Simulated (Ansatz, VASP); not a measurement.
# One calculation of GaBiO2, two programs

```xyz
4
Lattice="2.3874 -3.5610 0.0000 2.3874 3.5610 0.0000 0.0000 0.0000 4.1091" Properties=species:S:1:pos:R:3 pbc="T T T"
Ga    0.0000    0.0000    0.0000
Bi    2.3874    0.0000    2.0545
O     2.3874   -1.2698    0.0000
O     2.3874    1.2698    0.0000
```

Alike in both runs: task relaxation of cell and atoms; functional PBE; k mesh 4 × 4 × 4; occupations gaussian, width 0.15 eV; no spin polarisation.

|  | VASP | Ansatz |
| --- | --- | --- |
| version | VASP 6.6.1 | Ansatz 0.2.0 |
| potentials or method | VASP PAW PBE potentials, release 64 (Ga_d, Bi_d, O), cutoff 600 eV | scalar-relativistic, plane waves, PAW |
| valence electrons in the cell | 40 | 40 |

|  | VASP | Ansatz | Ansatz less VASP |
| --- | --- | --- | --- |
| gap on the k mesh at the Fermi level, each at its own relaxed structure (eV) | none | none | - |
| relaxed volume (Å³/atom) | 18.08 | 18.31 | +0.230 |
| relaxed cell length with the largest relative difference (Å) | 4.411 | 4.432 | +0.0215 |

A gap of «none» marks a metal or a gap that the smearing closes.

The k mesh is coarse, so the values compare programs but aren't converged. Spin-orbit coupling is off throughout.
